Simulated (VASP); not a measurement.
Wanted: the native input for a VASP 6.6.1 run.

```yaml
Task: single point
Functional: r2SCAN
Potentials_or_basis: VASP PAW PBE potentials, release 64 (Si, Ge_d)
Cutoff: 520 eV
k_mesh: 6 × 6 × 4
Occupations: gaussian, width 0.05 eV
Spin: no spin polarisation
Dipole_correction: no
Further_INCAR_settings: ALGO = Normal; EDIFF = 1e-07; NBANDS = 26
```

SiGe:

```
Si Ge
1.0
     3.90438    0.00000    0.00000
    -1.95219    3.38129    0.00000
     0.00000    0.00000    6.45368
Si Ge
2 2
Direct
  0.66667 0.33333 0.87447
  0.33333 0.66667 0.37447
  0.66667 0.33333 0.50053
  0.33333 0.66667 0.00053
```

These files were run (other wordings do the same):

POSCAR

```
SiGe
1.0
    3.9043776432      0.0000000000      0.0000000000
   -1.9521888216      3.3812902250      0.0000000000
    0.0000000000      0.0000000000      6.4536796672
Si Ge
2 2
Direct
    0.6666666667      0.3333333333      0.8744661519
    0.3333333333      0.6666666667      0.3744661519
    0.6666666667      0.3333333333      0.5005328481
    0.3333333333      0.6666666667      0.0005328481
```

INCAR.step1

```
SYSTEM = SiGe
PREC = Accurate
ENCUT = 520
ISMEAR = 0
SIGMA = 0.05
LREAL = .FALSE.
LASPH = .TRUE.
NELM = 80
NBANDS = 26
GGA = PE
ALGO = Normal
EDIFF = 1E-4
LWAVE = .TRUE.
LCHARG = .FALSE.
```

INCAR.step2

```
SYSTEM = SiGe
PREC = Accurate
ENCUT = 520
EDIFF = 1E-7
ISMEAR = 0
SIGMA = 0.05
LREAL = .FALSE.
LASPH = .TRUE.
NELM = 80
ALGO = Normal
ISIF = 2
LWAVE = .FALSE.
LCHARG = .FALSE.
METAGGA = R2SCAN
LMIXTAU = .TRUE.
NBANDS = 26
ISTART = 1
```

KPOINTS

```
Automatic mesh
0
G
  6 6 4
  0 0 0
```

Potentials or basis: VASP PAW PBE potentials, release 64 (Si, Ge_d).

Command:

```bash
$ cat potpaw_PBE.64/Si/POTCAR potpaw_PBE.64/Ge_d/POTCAR > POTCAR
$ cp INCAR.step1 INCAR
$ mpirun -np 1 vasp_std > vasp.out
$ cp INCAR.step2 INCAR
$ mpirun -np 1 vasp_std > vasp.out
```

It gave:

```yaml
Pressure: 0.0 GPa
Band_gap_on_the_k_mesh: 0.66 eV, indirect (least direct gap 0.78 eV)
```

Caveat: the PAW data sets were made with another functional, which shifts forces and pressure a little.

Wall time 110 s on 1 thread of Intel(R) Xeon(R) 6975P-C (Granite Rapids), with other jobs on the host, peak memory 0.21 GiB.
